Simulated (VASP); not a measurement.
Wanted: the native input for a VASP 6.6.1 run.

```
Task                   : single point
Functional             : PBEsol
Potentials or basis    : VASP PAW PBE potentials, release 64 (Mg)
Cutoff                 : 520 eV
k mesh                 : 12 × 12 × 14
Occupations            : gaussian, width 0.1 eV
Spin                   : no spin polarisation
Dipole correction      : no
Further INCAR settings : ALGO = Normal; EDIFF = 1e-06; NBANDS = 10
```

The structure of Mg lies in POSCAR:

```
Mg
1.0
    5.0768987730      0.0000000000      0.0000000000
   -2.5384493865      4.3967233099      0.0000000000
    0.0000000000      0.0000000000      3.0646902507
Mg
3
Direct
    0.0000000000      0.0000000000      0.0000000000
    0.3333333333      0.6666666667      0.5000000000
    0.6666666667      0.3333333333      0.5000000000
```

The input as run:

INCAR

```
PREC = Accurate
ENCUT = 520
EDIFF = 1E-6
ISMEAR = 0
SIGMA = 0.1
LREAL = F
LASPH = T
NELM = 100
ALGO = Normal
ISIF = 2
LWAVE = F
LCHARG = F
GGA = PS
NBANDS = 10
```

KPOINTS

```
Automatic mesh
0
Gamma
  12 12 14
```

Potentials or basis: VASP PAW PBE potentials, release 64 (Mg).

Run with:

```sh
$ cat potpaw_PBE.64/Mg/POTCAR > POTCAR
$ mpirun -np 1 vasp_std > vasp.out
```

Results of the run:

```yaml
Pressure: 0.0 GPa
Band_gap_on_the_k_mesh: zero (band 3 reaches 6.20 eV, above the bottom of band 4 at 1.67 eV)
```

Caveat: the PAW data sets were made with another functional, which shifts forces and pressure a little.

Run time: 70 s on 1 thread of AMD EPYC 7R43 64-Core Processor (Zen 3), with other jobs on the host, peak memory 0.2 GiB.
